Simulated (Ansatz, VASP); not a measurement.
# MoSe: VASP beside Ansatz

```
Mo Se
1.0
     0.00000    2.83145    2.83145
     2.83145    0.00000    2.83145
     2.83145    2.83145    0.00000
Mo Se
1 1
Direct
  0.00000 0.00000 0.00000
  0.25000 0.25000 0.25000
```

Alike in both runs: task single point; functional r2SCAN; k mesh 10 × 10 × 10; occupations gaussian, width 0.05 eV; collinear spin.

|  | VASP | Ansatz |
| --- | --- | --- |
| version | VASP 6.6.1 | Ansatz 0.2.0 |
| potentials or method | VASP PAW PBE potentials, release 64 (Mo_sv, Se), cutoff 520 eV | scalar-relativistic, plane waves, PAW |
| valence electrons in the cell | 20 | 30 |

|  | VASP | Ansatz | Ansatz less VASP |
| --- | --- | --- | --- |
| pressure (GPa) | 0.1 | 0.0 | -0.12 |
| net moment per atom (μB) | 0.64 | 0.64 | 0.000 |
| size of the moment on the site where the two differ most (μB) | 1.17 | 0.93 | -0.242 |

VASP's potentials were made for PBE, not for r2SCAN. Site moments also hang on the region over which each program counts them. The functional is the same, so the differences come from potentials, cutoffs and numerics. VASP's potentials hold 20 valence electrons a cell and Ansatz's 30, so a difference there can come from the potentials and not from the codes. Ansatz's warnings: stability check not made.
